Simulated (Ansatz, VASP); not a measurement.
NaCl in VASP and in Ansatz

```
Na Cl
1.0
     0.00000    2.81000    2.81000
     2.81000    0.00000    2.81000
     2.81000    2.81000    0.00000
Na Cl
1 1
Cartesian
  0.0000 0.0000 0.0000
  2.8100 2.8100 2.8100
```

Alike in both runs: task relaxation of cell and atoms; functional HSE06; k mesh 4 × 4 × 4; occupations gaussian, width 0.02 eV; no spin polarisation.

```csv
,VASP,Ansatz
version,VASP 6.6.1,Ansatz 0.2.0
potentials or method,"VASP PAW PBE potentials, release 64 (Na_pv, Cl), cutoff 600 eV","scalar-relativistic, plane waves, PAW"
valence electrons in the cell,14,16
```

|  | VASP | Ansatz | Ansatz less VASP |
| --- | --- | --- | --- |
| gap on the k mesh at the Fermi level, each at its own relaxed structure (eV) | 6.43 | 6.45 | +0.018 |
| relaxed volume (Å³/atom) | 22.65 | 22.59 | -0.056 |
| relaxed length of the cell vector where the two differ most in proportion (Å) | 4.001 | 3.998 | -0.0033 |

VASP's potentials hold 14 valence electrons a cell and Ansatz's 16, so a difference there can come from the potentials and not from the codes.

The k mesh is coarse, so the values compare programs but aren't converged.
